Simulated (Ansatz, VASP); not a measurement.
# Gd in VASP and in Ansatz

```
CELL_PARAMETERS angstrom
3.48415 0.00000 0.00000
-1.74208 3.01737 0.00000
0.00000 0.00000 5.58672
ATOMIC_POSITIONS crystal
Gd 0.33333 0.66667 0.25000
Gd 0.66667 0.33333 0.75000
```

Alike in both runs: task single point; functional LDA; k mesh 10 × 10 × 6; occupations fermi-dirac, width 0.6 eV; collinear spin.

|  | VASP | Ansatz |
| --- | --- | --- |
| version | VASP 6.6.1 | Ansatz 0.2.0 |
| potentials or method | VASP PAW PBE potentials, release 64 (Gd), cutoff 520 eV | plane waves (420 eV) with PAW, scalar-relativistic |
| valence electrons in the cell | 36 | 36 |

|  | VASP | Ansatz | Ansatz less VASP |
| --- | --- | --- | --- |
| pressure (GPa) | 4.6 | 4.5 | -0.02 |
| traceless stress, the component that is largest in VASP (GPa) | 0.37 | 0.36 | -0.015 |
| net moment per atom (μB) | 6.84 | 6.92 | +0.086 |
| size of the moment on the site where the two differ most (μB) | 6.45 | 6.75 | +0.297 |

VASP's potentials were made for PBE, not for LDA, and Ansatz warns of the same on its side. LDA's correlation is that of Perdew and Zunger in VASP and of Perdew and Wang (1992) in Ansatz. Site moments also hang on the region over which each program counts them. Ansatz's warnings: stability check not made.

Spin-orbit coupling is off throughout.
